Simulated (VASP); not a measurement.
Write the native input for VASP 6.6.1 that does the following.

```yaml
Task: single point
Functional: PBE
Potentials_or_basis: VASP PAW PBE potentials, release 64 (Pr_3, As, Au), 4f in core
Cutoff: 500 eV
k_mesh: 4 × 4 × 2
Occupations: gaussian, width 0.1 eV
Spin: no spin polarisation
Dipole_correction: no
Mended: yes
Further_INCAR_settings: ALGO = Normal; EDIFF = 1e-06; NBANDS = 33
```

The structure of PrAs3Au2 lies in POSCAR:

```
PrAs3Au2
1.0
    3.9001192200      0.0000000000      0.0000000000
    0.0000000000      3.9001192200      0.0000000000
    0.0000000000      0.0000000000      8.2798995800
Pr As Au
1 3 2
Direct
    0.0000000000      0.0000000000      0.6251500200
    0.5000000000      0.0000000000      0.9985610200
    0.0000000000      0.5000000000      0.9985610200
    0.5000000000      0.5000000000      0.3788870000
    0.5000000000      0.5000000000      0.7286009800
    0.0000000000      0.0000000000      0.2702390000
```

The cell was built from a structure type or drawn by symmetry, and may not be a known phase.

One way to write it, as run:

INCAR

```
  PREC = Accurate
  ENCUT = 500
  EDIFF = 1E-6
  ISMEAR = 0
  SIGMA = 0.1
  LREAL = False
  LASPH = True
  NELM = 200
  ALGO = Normal
  ISIF = 2
  LWAVE = False
  LCHARG = True
  GGA = PE
  LELF = True
  LVHAR = True
  NBANDS = 33
  GGA_COMPAT = False
  LMAXMIX = 6
```

KPOINTS

```
regular mesh
0
Gamma
  4 4 2
```

Potentials or basis: VASP PAW PBE potentials, release 64 (Pr_3, As, Au), 4f in core.

Launch:

```console
$ cat potpaw_PBE.64/Pr_3/POTCAR potpaw_PBE.64/As/POTCAR potpaw_PBE.64/Au/POTCAR > POTCAR
$ mpirun -np 1 vasp_std > vasp.out
```

It gave:

| Item | Value |
| --- | --- |
| Pressure | 6.8 GPa |
| Largest force | 1.166 eV/Å |
| Band gap on the k mesh | zero (bands 24 and 25 overlap by 1.38 eV) |

Caveat: the k points lie up to 0.40 Å⁻¹ apart, too coarse for converged energies and pressures of a metal; spin-orbit coupling is left out, which moves the levels of the heavy elements; the 4f electrons are frozen in the core, so they carry no moment and show no levels; forces of over 1 eV/Å act on the atoms, so gaps and moduli don't describe the material at rest.

Wall time 22 s on 1 thread of Intel(R) Xeon(R) 6975P-C (Granite Rapids) (shared host), peak memory 0.22 GiB.
